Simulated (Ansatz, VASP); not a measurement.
Cd3AgF: VASP beside Ansatz

Contents of INCAR:

```
ALGO = Normal
EDIFF = 1E-6
ENCUT = 520
GGA = PE
ISIF = 2
ISMEAR = 0
ISPIN = 2
LASPH = True
LCHARG = False
LMAXMIX = 4
LORBIT = 11
LREAL = False
LWAVE = False
MAGMOM = 0 0 0 1 0
NBANDS = 39
NELM = 150
PREC = Accurate
SIGMA = 0.1
```

The input KPOINTS:

```
k-points
0
Gamma
  4 4 4
```

File POSCAR:

```
Cd3AgF
1.0
    2.9291609568     -3.8626017835      0.0000000000
    2.9291609568      3.8626017835      0.0000000000
    0.0000000000      0.0000000000      4.9467863482
Cd Ag F
3 1 1
Direct
    0.6866797332      0.3133202668      0.5000000000
    0.3133202668      0.6866797332      0.5000000000
    0.0000000000      0.0000000000      0.0000000000
    0.5000000000      0.5000000000      0.0000000000
    0.0000000000      0.0000000000      0.5000000000
```

Input for Ansatz:

```yaml
crystal:
  lattice:
    - [2.9291609568, -3.8626017835, 0.0]
    - [2.9291609568, 3.8626017835, 0.0]
    - [0.0, 0.0, 4.9467863482]
  atoms:
    - { symbol: Cd, position: [0.6866797332, 0.3133202668, 0.5] }
    - { symbol: Cd, position: [0.3133202668, 0.6866797332, 0.5] }
    - { symbol: Cd, position: [0.0, 0.0, 0.0] }
    - { symbol: Ag, position: [0.5, 0.5, 0.0], spin: 1.0 }
    - { symbol: F, position: [0.0, 0.0, 0.5] }
basis:
  ecutwfc: 420
kpoints:
  mp_grid: { grid: [4, 4, 4] }
hamiltonian:
  xc: pbe
scf:
  occupations: { method: gaussian, width: 0.1 }
  lower_state_search: "off"
output:
  forces: true
  stress: true
  eigenvalues: true
  populations: true
magnetization:
  spin_polarized: true
```

Alike in both runs: task single point; functional PBE; k mesh 4 × 4 × 4; occupations gaussian, width 0.1 eV; collinear spin.

```csv
,VASP,Ansatz
version,VASP 6.6.1,Ansatz 0.2.0
potentials or method,"VASP PAW PBE potentials, release 64 (Cd, Ag, F), cutoff 520 eV","scalar-relativistic, plane waves, PAW"
valence electrons in the cell,54,86
```

|  | VASP | Ansatz | Ansatz less VASP |
| --- | --- | --- | --- |
| gap on the k mesh at the Fermi level (eV) | none | none | - |
| pressure (GPa) | 0.2 | 0.0 | -0.21 |
| traceless stress, the component that is largest in VASP (GPa) | -0.11 | -0.02 | +0.088 |
| rms of the force components (eV/Å) | 0.005 | 0.003 | -0.0020 |
| net moment per atom (μB) | 0.00 | 0.00 | 0.000 |

Atom by atom the forces differ by 0.002 eV/Å (rms over components). A gap of «none» marks a metal or a gap that the smearing closes. With one functional, cell and mesh, what is left measures potentials, basis and numerics. VASP's potentials hold 54 valence electrons a cell and Ansatz's 86, so a difference there can come from the potentials and not from the codes. Ansatz's warnings: seeded moment not kept.
